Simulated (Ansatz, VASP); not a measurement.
**SrCl2: VASP beside Ansatz**

```
CELL_PARAMETERS angstrom
0.00000 3.51855 3.63326
3.51855 0.00000 3.63326
3.51855 3.51855 0.00000
ATOMIC_POSITIONS crystal
Sr 0.00000 0.00000 0.00000
Cl 0.25000 0.25000 0.25000
Cl 0.75000 0.75000 0.75000
```

Alike in both runs: task single point; functional PBE; k mesh 6 × 6 × 6; occupations gaussian, width 0.05 eV; no spin polarisation.

|  | VASP | Ansatz |
| --- | --- | --- |
| version | VASP 6.6.1 | Ansatz 0.2.0 |
| potentials or method | VASP PAW PBE potentials, release 64 (Sr_sv, Cl), cutoff 520 eV | scalar-relativistic, plane waves, PAW |
| valence electrons in the cell | 24 | 24 |

```tsv
	VASP	Ansatz	Ansatz less VASP
gap on the k mesh at the Fermi level (eV)	5.03	5.03	+0.003
least direct gap on the mesh (eV)	5.33	5.33	+0.001
pressure (GPa)	-0.9	-0.9	-0.06
traceless stress, the component that is largest in VASP (GPa)	-1.01	-1.01	-0.005
```

With one functional, cell and mesh, what is left measures potentials, basis and numerics.
